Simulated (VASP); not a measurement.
# Ga7As (Pm) in VASP: single point with PBE

Aim: the single point of Ga7As with PBE.

Program: VASP 6.6.1. These are calculated values, not measurements. Logs are shortened: lines on timing, memory, paths and dates and some standing lists are left out, and cuts for length are marked.

## 1. The cell of the first run

It takes space group Pm (No. 6, monoclinic). The conventional cell has a = 4.429 Å, b = 5.049 Å, c = 7.440 Å, α = 90.00°, β = 90.41°, γ = 90.00°. Ga (site symmetry m) has 6 Ga at 2.54 to 3.01 Å and 1 As at 2.55 Å within 3.4 Å. Ga (site symmetry m) has 5 Ga at 2.51 to 3.11 Å and 2 As at 2.60 to 2.64 Å within 3.3 Å. Within 3.3 Å of Ga (site symmetry m) lie 7 Ga at 2.51 to 2.98 Å. Ga (site symmetry m) has 7 Ga at 2.57 to 3.01 Å within 3.4 Å. Ga (site symmetry m) has 5 Ga at 2.57 to 2.77 Å and 2 As at 3.09 Å within 3.4 Å. Within 3.4 Å of Ga (site symmetry m) lie 7 Ga at 2.57 to 2.98 Å. Within 3.4 Å of Ga (site symmetry m) lie 5 Ga at 2.57 to 3.11 Å and 2 As at 2.79 Å. Within 3.4 Å of As (site symmetry m) lie 7 Ga at 2.55 to 3.09 Å.

## 2. Single point, PBE

The input, INCAR:

```
  ALGO = Fast
  EDIFF = 1E-6
  ENCUT = 520
  GGA = PE
  ISIF = 2
  ISMEAR = 0
  LASPH = T
  LCHARG = F
  LREAL = F
  LWAVE = F
  NBANDS = 58
  NELM = 100
  PREC = Accurate
  SIGMA = 0.1
```

The input, KPOINTS:

```
k-points
0
Gamma
  8 6 4
```

The input, POSCAR:

```
Ga7As
1.0
    4.4289360933      0.0000000000     -0.0000619121
    0.0000000000      5.0487167700      0.0000000000
   -0.0525780217      0.0000000000      7.4398397088
Ga As
7 1
Direct
    0.0870821623      0.0000000000      0.8347335119
    0.4004946582      0.0000000000      0.3467276205
    0.5849086442      0.0000000000      0.6671051172
    0.8704637151      0.5000000000      0.6554507130
    0.1441290736      0.5000000000      0.3516087633
    0.3748255190      0.5000000000      0.8377842915
    0.6343119613      0.5000000000      0.1473343299
    0.9037842665      0.0000000000      0.1592556525
```

Potentials or basis: VASP PAW PBE potentials, release 64 (Ga_d, As).

On the command line:

```
cat potpaw_PBE.64/Ga_d/POTCAR potpaw_PBE.64/As/POTCAR > POTCAR
mpirun -np 1 vasp_std > vasp.out
```

OUTCAR:

```text
EDIFF = 1E-6
   ENCUT = 520
   GGA = PE
   ISIF = 2
   ISMEAR = 0
   LASPH = T
   LREAL = F
   NELM = 100
   PREC = Accurate

 ion  position               nearest neighbor table
   1  0.087  0.000  0.835-   3 2.54   3 2.54   8 2.55   6 2.83   6 2.83
   2  0.400  0.000  0.347-   3 2.51   8 2.60   8 2.64   5 2.77   5 2.77
   3  0.585  0.000  0.667-   2 2.51   1 2.54   1 2.54   4 2.83   4 2.83
   4  0.870  0.500  0.655-   5 2.57   6 2.59   6 2.61   3 2.83   3 2.83
   5  0.144  0.500  0.352-   4 2.57   7 2.66   7 2.71   2 2.77   2 2.77
   6  0.375  0.500  0.838-   7 2.57   4 2.59   4 2.61   1 2.83   1 2.83
   7  0.634  0.500  0.147-   6 2.57   5 2.66   5 2.71   8 2.79   8 2.79
   8  0.904  0.000  0.159-   1 2.55   2 2.60   2 2.64   7 2.79   7 2.79

  LATTYP: Found a simple monoclinic cell.
 ALAT       =     4.4289360937
 B/A-ratio  =     1.1399389522
 C/A-ratio  =     1.6798674300
 COS(beta)  =    -0.0070808928

  Lattice vectors:

 A1 = (   4.4289360933,   0.0000000000,  -0.0000619121)
 A2 = (   0.0000000000,   5.0487167700,   0.0000000000)
 A3 = (  -0.0525780217,   0.0000000000,   7.4398397088)

Analysis of symmetry for initial positions (statically):
=====================================================================
 Subroutine PRICEL returns:
 Original cell was already a primitive cell.

 Routine SETGRP: Setting up the symmetry group for a
 simple monoclinic supercell.

 Subroutine GETGRP returns: Found  2 space group operations
 (whereof  2 operations were pure point group operations)
 out of a pool of  4 trial point group operations.

The static configuration has the point symmetry C_1h.

Analysis of symmetry for dynamics (positions and initial velocities):
=====================================================================
 Subroutine PRICEL returns:
 Original cell was already a primitive cell.

 Routine SETGRP: Setting up the symmetry group for a
 simple monoclinic supercell.

 Subroutine GETGRP returns: Found  2 space group operations
 (whereof  2 operations were pure point group operations)
 out of a pool of  4 trial point group operations.

The dynamic configuration has the point symmetry C_1h.

 Subroutine INISYM returns: Found  2 space group operations
 (whereof  2 operations are pure point group operations),
 and found     1 'primitive' translations

----------------------------------------------------------------------------------------

                                     Primitive cell

  volume of cell :     166.3581

  direct lattice vectors                    reciprocal lattice vectors
     4.428936093  0.000000000 -0.000061912     0.225787882  0.000000000  0.001595663
     0.000000000  5.048716770  0.000000000     0.000000000  0.198070133  0.000000000
    -0.052578022  0.000000000  7.439839709     0.000001879  0.000000000  0.134411511

  length of vectors
     4.428936094  5.048716770  7.440025493     0.225793520  0.198070133  0.134411511

  position of ions in fractional coordinates (direct lattice)
     0.087082162  0.000000000  0.834733512
     0.400494658  0.000000000  0.346727620
     0.584908644  0.000000000  0.667105117
     0.870463715  0.500000000  0.655450713
     0.144129074  0.500000000  0.351608763
     0.374825519  0.500000000  0.837784292
     0.634311961  0.500000000  0.147334330
     0.903784266  0.000000000  0.159255653

  ion indices of the primitive-cell ions
   primitive index   ion index
                 1           1
                 2           2
                 3           3
                 4           4
                 5           5
                 6           6
                 7           7
                 8           8

----------------------------------------------------------------------------------------

 KPOINTS: k-points

Automatic generation of k-mesh.
 Grid dimensions read from file:
 generate k-points for:    8    6    4

 Generating k-lattice:

  Cartesian coordinates                     Fractional coordinates (reciprocal lattice)
     0.028223485  0.000000000  0.000199458     0.125000000  0.000000000 -0.000000000
     0.000000000  0.033011689  0.000000000     0.000000000  0.166666667  0.000000000
     0.000000470  0.000000000  0.033602878     0.000000000  0.000000000  0.250000000

  Length of vectors
     0.028224190  0.033011689  0.033602878

  Shift w.r.t. Gamma in fractional coordinates (k-lattice)
     0.000000000  0.000000000  0.000000000

 Subroutine IBZKPT returns following result:
 ===========================================

 Found     72 irreducible k-points:

 Following reciprocal coordinates:
            Coordinates               Weight
  0.000000  0.000000  0.000000      1.000000
  0.125000  0.000000  0.000000      2.000000
  0.250000  0.000000  0.000000      2.000000
  0.375000  0.000000 -0.000000      2.000000
  0.500000  0.000000  0.000000      1.000000
  0.000000  0.166667  0.000000      2.000000
[... 16 lines left out ...]
  0.250000  0.000000  0.250000      2.000000
  0.375000  0.000000  0.250000      2.000000
 [... further k-points ...]
   k-points           NKPTS =     72   k-points in BZ     NKDIM =     72   number of bands    NBANDS=     58
   number of dos      NEDOS =    301   number of ions     NIONS =      8
   total plane-waves  NPLWV =  80640
   dimension x,y,z NGX =    36 NGY =   40 NGZ =   56
   dimension x,y,z NGXF=    72 NGYF=   80 NGZF=  112
   ions per type =               7   1
   NGX,Y,Z   is equivalent  to a cutoff of  13.51, 13.17, 12.51 a.u.
   NGXF,Y,Z  is equivalent  to a cutoff of  27.03, 26.34, 25.03 a.u.
 SYSTEM =  unknown system
   PREC   = accura    normal or accurate (medium, high low for compatibility)
   ISTART =      0    job   : 0-new  1-cont  2-samecut
   ICHARG =      2    charge: 1-file 2-atom 10-const
   ISPIN  =      1    spin polarized calculation?
   LNONCOLLINEAR =      F non collinear calculations
   LSORBIT =      F    spin-orbit coupling
   LASPH  =      T    aspherical Exc in radial PAW
   ENCUT  =  520.0 eV  38.22 Ry    6.18 a.u.   8.23  9.39 13.83*2*pi/ulx,y,z
   NELM   =    100;   NELMIN=  2; NELMDL= -5     # of ELM steps
   EDIFF  = 0.1E-05   stopping-criterion for ELM
   LREAL  =      F    real-space projection
   EDIFFG = 0.1E-04   stopping-criterion for IOM
   NSW    =      0    number of steps for IOM
   IBRION =     -1    ionic relax: 0-MD 1-quasi-New 2-CG
   NFREE  =      0    steps in history (QN), initial steepest desc. (CG)
   ISIF   =      2    stress and relaxation
   ISYM   =      2    0-nonsym 1-usesym 2-fastsym
   POTIM  = 0.5000    time-step for ionic-motion
   TEBEG  =    0.0;   TEEND  =   0.0 temperature during run
   PSTRESS=    0.0 pullay stress
   NELECT =      96.0000    total number of electrons
   NUPDOWN=      -1.0000    fix difference up-down
   EMIN   =  10.00;   EMAX   =-10.00  energy-range for DOS
   EFERMI =   0.00;   METHOD = LEGACY
   ISMEAR =     0;   SIGMA  =   0.10  broadening in eV -4-tet -1-fermi 0-gaus
   EFERMI_NEDOS =   21; number of points for ismear=-14 and -15
   IALGO  =     68    algorithm
   IMIX   =      4    mixing-type and parameters
     AMIX     =   0.40;   BMIX     =  1.00
     AMIX_MAG =   1.60;   BMIX_MAG =  1.00
  volume/ion in A,a.u.               =      20.79       140.33
  Fermi-wavevector in a.u.,A,eV,Ry     =   1.362963  2.575626 25.275093  1.857667
  Thomas-Fermi vector in A             =   2.489407
   LORBIT       =      0    0 simple, 1 ext, 2 COOP (PROOUT), +10 PAW based schemes
   GGA     = PE    functional components
   LHFCALC =     F    Hartree Fock is set to
   AEXX    =    0.0000 exact exchange contribution
   IVDW    =     0    specifies the selected vdW correction
   LEPSILON=     F    determine dielectric tensor
   LRPA    =     F    only Hartree local field effects (RPA)
 non-spin polarized calculation
 RMM-DIIS sequential band-by-band and
 Gauss-broadening in eV      SIGMA  =   0.10
  energy-cutoff  :      520.00
  volume of cell :      166.36
 maximum number of plane-waves:      4527
 NGX is ok and might be reduce to    36
   NGX = 17   NGY = 19   NGZ = 27

 number of electron      96.0000036 magnetization

 Free energy of the ion-electron system (eV)
  ---------------------------------------------------
  ext. energy  EPLUGINS =         0.00000000
  ---------------------------------------------------
  free energy    TOTEN  =       -24.84035710 eV

  energy without entropy =      -24.82528908  energy(sigma->0) =      -24.83282309

 E-fermi :   4.6325     XC(G=0): -10.3331

 val. band max:        4.6299381113   @ k =   0.2500   0.0000   0.5000
 cond. band min:       4.6349289920   @ k =   0.1250   0.0000   0.2500
 fundamental gap:      0.0049908807
 Fermi energy:         4.6325483883

 k-point     1 :       0.0000    0.0000    0.0000
  band No.  band energies     occupation
      1     -10.5161      2.00000
      2     -10.4441      2.00000
      3     -10.4317      2.00000
      4     -10.4161      2.00000
      5     -10.4126      2.00000
      6     -10.4048      2.00000
[... 50 lines left out ...]
     57       8.7356      0.00000
     58       9.6345      0.00000

 k-point     2 :       0.1250    0.0000    0.0000
  band No.  band energies     occupation
      1     -10.5193      2.00000
      2     -10.4466      2.00000
      3     -10.4408      2.00000
      4     -10.4159      2.00000
      5     -10.4141      2.00000
      6     -10.4061      2.00000
[... 50 lines left out ...]
     57       9.0724      0.00000
     58       9.6362      0.00000

 k-point     3 :       0.2500    0.0000    0.0000
  band No.  band energies     occupation
      1     -10.5265      2.00000
      2     -10.4589      2.00000
      3     -10.4498      2.00000
      4     -10.4217      2.00000
      5     -10.4157      2.00000
      6     -10.4058      2.00000
[... 1216 lines left out ...]
      3     -10.4400      2.00000
      4     -10.4169      2.00000
      5     -10.4163      2.00000
      6     -10.4035      2.00000
[... 50 lines left out ...]
     57       9.1147      0.00000
     58      10.1699      0.00000

 k-point    24 :       0.3750    0.0000    0.2500
  band No.  band energies     occupation
      1     -10.5339      2.00000
      2     -10.4875      2.00000
      3     -10.4452      2.00000
      4     -10.4232      2.00000
      5     -10.4158      2.00000
      6     -10.3988      2.00000
[... 50 lines left out ...]
     57       9.4630      0.00000
     58      10.5787      0.00000

 [... further k-points ...]
[... 5 lines left out ...]
  --------------------------------------------------------------------------------------
  -------------------------------------------------------------------------------------
  Total        0.2167612      0.1024218      0.2142987      0.0000000      0.0000000      0.0041355
  in kB        2.0876043      0.9864139      2.0638884      0.0000000      0.0000000      0.0398289
  external PRESSURE =       1.7126355 kB  Pullay stress =       0.0000000 kB

 VOLUME and BASIS-vectors are now :
 -----------------------------------------------------------------------------
  energy-cutoff  :      520.00
  volume of cell :      166.36
      direct lattice vectors                 reciprocal lattice vectors
     4.428936093  0.000000000 -0.000061912     0.225787882  0.000000000  0.001595663
     0.000000000  5.048716770  0.000000000     0.000000000  0.198070133  0.000000000
    -0.052578022  0.000000000  7.439839709     0.000001879  0.000000000  0.134411511

 POSITION                                       TOTAL-FORCE (eV/Angst)
 -----------------------------------------------------------------------------------
      0.34179      0.00000      6.21028         0.006065      0.000000     -0.005012
      1.75553      0.00000      2.57957         0.001754      0.000000     -0.002264
      2.55545      0.00000      4.96312         0.006552      0.000000      0.001618
      3.82077      2.52436      4.87639        -0.002097      0.000000      0.000692
      0.61985      2.52436      2.61590        -0.002584      0.000000      0.003077
      1.61603      2.52436      6.23296        -0.003082      0.000000      0.001340
      2.80158      2.52436      1.09610         0.001889      0.000000     -0.005343
      3.99443      0.00000      1.18478        -0.008497      0.000000      0.005892
 -----------------------------------------------------------------------------------
    total drift:                               -0.000235      0.000000     -0.000992

  FREE ENERGIE OF THE ION-ELECTRON SYSTEM (eV)
  ---------------------------------------------------
  free  energy   TOTEN  =       -24.8403570950 eV

  energy  without entropy=      -24.8252890819  energy(sigma->0) =      -24.83282309
```

Wall time 13 min (1 thread of Intel Xeon Platinum 8488C (Sapphire Rapids), shared host); peak memory 0.61 GiB.

What came out:

```
Free energy            : -24.8404 eV
Pressure               : 0.2 GPa
Largest force          : 0.010 eV/Å
Band gap on the k mesh : zero (bands 48 and 49 overlap by 3.39 eV)
```

Forces on the atoms (eV/Å):
```
Ga   0.006  0.000 -0.005
Ga   0.002  0.000 -0.002
Ga   0.007  0.000  0.002
Ga  -0.002  0.000  0.001
Ga  -0.003  0.000  0.003
Ga  -0.003  0.000  0.001
Ga   0.002  0.000 -0.005
As  -0.008  0.000  0.006
```

Stress tensor (GPa, compression positive):
```
0.21 0.00 0.00
0.00 0.10 0.00
0.00 0.00 0.21
```

Levels at points of the mesh, in eV from the Fermi level:
| k point | band 46 | band 47 | band 48 | band 49 | band 50 | band 51 |
| --- | --- | --- | --- | --- | --- | --- |
| (0.00, 0.00, 0.00) | -1.35 | -0.89 | -0.07 | -0.04 | 1.02 | 1.38 |
| (0.50, 0.00, 0.00) | -1.75 | -1.66 | -0.98 | -0.78 | -0.39 | -0.24 |
| (0.00, 0.50, 0.00) | -0.85 | -0.48 | 0.33 | 0.72 | 0.95 | 1.75 |
| (0.50, 0.50, 0.00) | -2.83 | -2.60 | 2.33 | 2.40 | 2.70 | 3.69 |
| (0.00, 0.00, 0.50) | -1.99 | -1.74 | 0.24 | 0.94 | 1.05 | 2.51 |
| (0.50, 0.00, 0.50) | -1.77 | -1.32 | -1.08 | -1.06 | -1.04 | -0.84 |
| (0.00, 0.50, 0.50) | -1.25 | -1.04 | -0.01 | 0.99 | 1.03 | 1.23 |
| (0.50, 0.50, 0.50) | -1.28 | -0.97 | -0.18 | 0.37 | 0.48 | 0.62 |
